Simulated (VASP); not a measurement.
A run of VASP 6.6.1:

Contents of INCAR:

```
ALGO     = Normal         # electronic algorithm
EDIFF    = 1E-6           # SCF threshold, eV
ENCUT    = 520            # plane-wave cutoff, eV
GGA      = PE             # functional
ISIF     = 2              # what is computed and relaxed
ISMEAR   = 0              # smearing method
LASPH    = T              # aspherical terms in the spheres
LCHARG   = T              # write CHGCAR
LELF     = T              # ELF
LREAL    = F              # projectors in reciprocal space
LVHAR    = T            
LWAVE    = F              # write WAVECAR
NBANDS   = 32             # bands
NELM     = 100            # most SCF steps
PREC     = Accurate       # precision mode
SIGMA    = 0.1            # smearing width, eV
```

KPOINTS

```
k-points
0
Gamma
  8 8 4
```

File POSCAR:

```
Sc3BP2
1.0
    3.6442970203      0.0000000000      0.0000000000
    0.0000000000      3.6442970203      0.0000000000
    0.0000000000      0.0000000000      7.3625978121
Sc B P
3 1 2
Direct
    0.5000000000      0.0000000000      0.6543496950
    0.0000000000      0.5000000000      0.3456503050
    0.5000000000      0.5000000000      0.0000000000
    0.0000000000      0.0000000000      0.0000000000
    0.5000000000      0.0000000000      0.2868674719
    0.0000000000      0.5000000000      0.7131325281
```

Potentials or basis: VASP PAW PBE potentials, release 64 (Sc_sv, B, P).

The run is started by

```bash
$ cat potpaw_PBE.64/Sc_sv/POTCAR potpaw_PBE.64/B/POTCAR potpaw_PBE.64/P/POTCAR > POTCAR
$ mpirun -np 1 vasp_std > vasp.out
```

Hardware: 1 thread of AMD EPYC 9R45 96-Core Processor (Zen 5) (shared host).

Problem. Estimate the wall time of this run.

Solution. It took 120 s on 1 thread of AMD EPYC 9R45 96-Core Processor (Zen 5), with other jobs on the host, peak memory 0.23 GiB. Counts: scf iterations 15, k points 45.
